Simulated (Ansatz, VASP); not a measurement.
# One calculation of AlGa3N4, two programs

Contents of INCAR:

```
PREC = Accurate ; ENCUT = 520
EDIFF = 1E-6 ; ISMEAR = 0
SIGMA = 0.05 ; LREAL = False
LASPH = True ; NELM = 60
ALGO = Normal ; ISIF = 2
LWAVE = False ; LCHARG = False
NBANDS = 41
```

File KPOINTS:

```
Automatic mesh
0
Gamma
  6 6 6
```

Contents of POSCAR:

```
AlGa3N4
1.0
    4.5513432838      0.2114952603      0.2114952603
    0.2114952603      4.5513432838      0.2114952603
    0.2114952603      0.2114952603      4.5513432838
Al Ga N
1 3 4
Direct
    0.0000000000      0.0000000000      0.0000000000
    0.5000000000      0.5000000000      0.0000000000
    0.5000000000      0.0000000000      0.5000000000
    0.0000000000      0.5000000000      0.5000000000
    0.7548078379      0.7548078379      0.2451921621
    0.7548078379      0.2451921621      0.7548078379
    0.2451921621      0.7548078379      0.7548078379
    0.2451921621      0.2451921621      0.2451921621
```

Input for Ansatz:

```yaml
crystal:
  lattice:
    - [4.5513432838, 0.2114952603, 0.2114952603]
    - [0.2114952603, 4.5513432838, 0.2114952603]
    - [0.2114952603, 0.2114952603, 4.5513432838]
  atoms:
    - { symbol: Al, position: [0.0, 0.0, 0.0] }
    - { symbol: Ga, position: [0.5, 0.5, 0.0] }
    - { symbol: Ga, position: [0.5, 0.0, 0.5] }
    - { symbol: Ga, position: [0.0, 0.5, 0.5] }
    - { symbol: "N", position: [0.7548078379, 0.7548078379, 0.2451921621] }
    - { symbol: "N", position: [0.7548078379, 0.2451921621, 0.7548078379] }
    - { symbol: "N", position: [0.2451921621, 0.7548078379, 0.7548078379] }
    - { symbol: "N", position: [0.2451921621, 0.2451921621, 0.2451921621] }
basis:
  ecutwfc: 520.0
kpoints:
  mp_grid: { grid: [6, 6, 6] }
hamiltonian:
  xc: lda
  pseudopotentials: { kind: paw, azcp: { folder: soft_1 } }
scf:
  occupations: { method: gaussian, width: 0.05 }
output:
  forces: true
  stress: true
  eigenvalues: true
```

Alike in both runs: task single point; functional LDA; k mesh 6 × 6 × 6; occupations gaussian, width 0.05 eV; no spin polarisation.

|  | VASP | Ansatz |
| --- | --- | --- |
| version | VASP 6.6.1 | Ansatz 0.2.0 |
| potentials or method | VASP PAW LDA potentials, release 64 (Al, Ga_d, N), cutoff 520 eV | scalar-relativistic, plane waves, PAW |
| valence electrons in the cell | 62 | 62 |

VASP gave:

| Property | Result |
| --- | --- |
| gap on the k mesh at the Fermi level (eV) | 1.30 |
| least direct gap on the mesh (eV) | 1.30 |
| pressure (GPa) | -8.4 |
| traceless stress, the component that is largest in VASP (GPa) | -13.74 |
| rms of the force components (eV/Å) | 0.146 |

**Question.** Estimate Ansatz's values.

**Answer.** gap on the k mesh at the Fermi level (eV): 1.30; least direct gap on the mesh (eV): 1.30; pressure (GPa): -9.2; traceless stress, the component that is largest in VASP (GPa): -13.51; rms of the force components (eV/Å): 0.121.

Ansatz warns that its potentials were made for another functional, while VASP's fit it. LDA's correlation is that of Perdew and Zunger in VASP and of Perdew and Wang (1992) in Ansatz. Atom by atom the forces differ by 0.028 eV/Å (rms over components).
